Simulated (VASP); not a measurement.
Runs of VASP 6.6.1 on AlB2Ru3. The structure is that of space group P4/mmm (No. 123), or close to it. The cells are those of the table. 

```tsv
task	cell	k mesh	cutoff (eV)	gap on the mesh (eV)	pressure (GPa)	largest force (eV/Å)
relaxation of cell and atoms	relaxed from a = 3.003, b = 3.003, c = 9.510 Å, 6 atoms	6 × 6 × 2	600	none	0.2	0.04
single point	a = 2.765, b = 2.765, c = 8.712 Å, 6 atoms	6 × 6 × 2	520	none	0.1	0.02
single point	a = 2.757, b = 2.757, c = 8.759 Å, 6 atoms	14 × 14 × 6	520	none	(b)	-
single point	a = 3.003, b = 3.003, c = 9.510 Å, 6 atoms	6 × 6 × 2	520	none	-38.7	(a)
```

Alike in all rows: level PBE; potentials or basis VASP PAW PBE potentials, release 64 (Al, B, Ru_pv); no spin polarisation; smearing gaussian 0.1 eV.

Question: Estimate the missing entries.

Answer: (a) 1.96; (b) 0.0.

Caveats: some runs use coarse meshes; forces of over 1 eV/Å act on the atoms, so gaps and moduli don't describe the material at rest (some runs).

A k mesh can miss the band edges, and the runs leave out spin-orbit coupling on Ru.

A gap of «none» marks levels without a gap at the run's occupations.
